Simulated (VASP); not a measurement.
Input of a VASP 6.6.1 run:

The input INCAR:

```
PREC = Accurate
ENCUT = 520
EDIFF = 1E-6
ISMEAR = 0
SIGMA = 0.05
LREAL = False
LASPH = True
NELM = 100
ALGO = Normal
ISIF = 2
LWAVE = False
LCHARG = False
GGA = PE
NBANDS = 15
```

The input KPOINTS:

```
regular mesh
0
Gamma
  6 6 4
```

POSCAR

```
MgI2
1.0
    4.1387920735      0.0000000000      0.0000000000
   -2.0693960368      3.5842990767      0.0000000000
    0.0000000000      0.0000000000      7.6847014931
Mg I
1 2
Direct
    0.0000000000      0.0000000000      0.0000000000
    0.3333333333      0.6666666667      0.7973879295
    0.6666666667      0.3333333333      0.2026120705
```

Potentials or basis: VASP PAW PBE potentials, release 64 (Mg, I).

The run is started by

```bash
$ cat potpaw_PBE.64/Mg/POTCAR potpaw_PBE.64/I/POTCAR > POTCAR
$ mpirun -np 1 vasp_std > vasp.out
```

(1) Predict the largest force.

(2) Predict the band gap on the k mesh.

Results:

(1) 0.762 eV/Å.

(2) 3.79 eV, indirect (least direct gap 4.11 eV).

Caveat: spin-orbit coupling is left out, which moves the levels of the heavy elements.
